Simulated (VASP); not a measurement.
TiClF:

```
Ti Cl F
1.0
     4.30262    0.00000    0.00000
    -2.15131    3.72618    0.00000
     0.00000    0.00000    3.45047
Ti Cl F
1 1 1
Direct
  0.33333 0.66667 0.50000
  0.00000 0.00000 0.50000
  0.66667 0.33333 0.00000
```

The cell was generated, and may not be a known phase.

- Program: VASP 6.6.1
- Task: relaxation of cell and atoms
- Functional: PBE
- Potentials or basis: VASP PAW PBE potentials, release 64 (Ti_sv, Cl, F)
- Cutoff: 600 eV
- k mesh: 6 × 6 × 6
- Occupations: gaussian, width 0.1 eV
- Spin: collinear spin
- Starting moments: [1.0, 0.0, 0.0] μB

At the start: pressure -6.9 GPa; volume 18.44 Å³/atom.

Task: How do energy, volume and symmetry change on relaxing?

Result: Over 14 steps the energy falls by 76.6 meV/atom and the volume is 15.07 Å³/atom (-18.3 %); space group P-6m2 (No. 187, to 0.1 Å) before and after; moment 0.93 μB per cell.

The path:
```csv
step,energy change (eV),largest force (eV/Å),pressure (GPa),volume (Å³)
1,0.0000,0.0000,-6.93,55.32
2,-0.1496,0.0000,0.34,49.16
3,-0.1508,0.0000,-0.32,49.59
4,-0.1508,0.0000,-0.47,49.70
5,-0.1570,0.0000,-0.43,49.31
6,-0.1650,0.0000,-0.30,48.51
7,-0.1730,0.0000,-0.89,46.89
8,-0.1565,0.0000,1.48,43.53
9,-0.2180,0.0000,-1.54,46.58
10,-0.2243,0.0000,-0.30,45.07
11,-0.2288,0.0000,-0.89,45.72
12,-0.2289,0.0000,-0.86,45.64
13,-0.2159,0.0000,2.92,43.63
14,-0.2299,0.0000,-0.06,45.20
```

Final structure:
```
CELL_PARAMETERS angstrom
4.15864 0.00000 0.00000
-2.07932 3.60149 0.00000
0.00000 0.00000 3.01822
ATOMIC_POSITIONS crystal
Ti 0.33333 0.66667 0.50000
Cl 0.00000 0.00000 0.50000
F 0.66667 0.33333 0.00000
```

Caveat: the volume moved by over 15 % at a fixed basis, so the end points are rough.
